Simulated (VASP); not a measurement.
SiN:

```
Si N
1.0
     0.00000    2.23345    2.23345
     2.23345    0.00000    2.23345
     2.23345    2.23345    0.00000
Si N
1 1
Direct
  0.00000 0.00000 0.00000
  0.50000 0.50000 0.50000
```

| Quantity | Value |
| --- | --- |
| Program | VASP 6.6.1 |
| Task | relaxation of cell and atoms |
| Functional | PBE |
| Potentials or basis | VASP PAW PBE potentials, release 64 (Si, N) |
| Cutoff | 600 eV |
| k mesh | 6 × 6 × 6 |
| Occupations | gaussian, width 0.1 eV |
| Spin | no spin polarisation |

At the start: pressure -19.6 GPa; volume 11.14 Å³/atom.

Question: Where does the relaxation end?

Answer: Over 3 steps the energy falls by 99.6 meV/atom and the volume is 9.69 Å³/atom (-13.0 %); space group Fm-3m (No. 225, to 0.05 Å).

Step by step:
| step | energy change (eV) | largest force (eV/Å) | pressure (GPa) | volume (Å³) |
| --- | --- | --- | --- | --- |
| 1 | 0.0000 | 0.0000 | -19.62 | 22.28 |
| 2 | -0.1504 | 0.0000 | 13.78 | 18.17 |
| 3 | -0.1992 | 0.0000 | -0.15 | 19.38 |

Final structure:
```
Si N
1.0
     0.00000    2.13210    2.13210
     2.13210    0.00000    2.13210
     2.13210    2.13210    0.00000
Si N
1 1
Direct
  0.00000 0.00000 0.00000
  0.50000 0.50000 0.50000
```

Caveat: the k points lie up to 0.43 Å⁻¹ apart in the final cell.
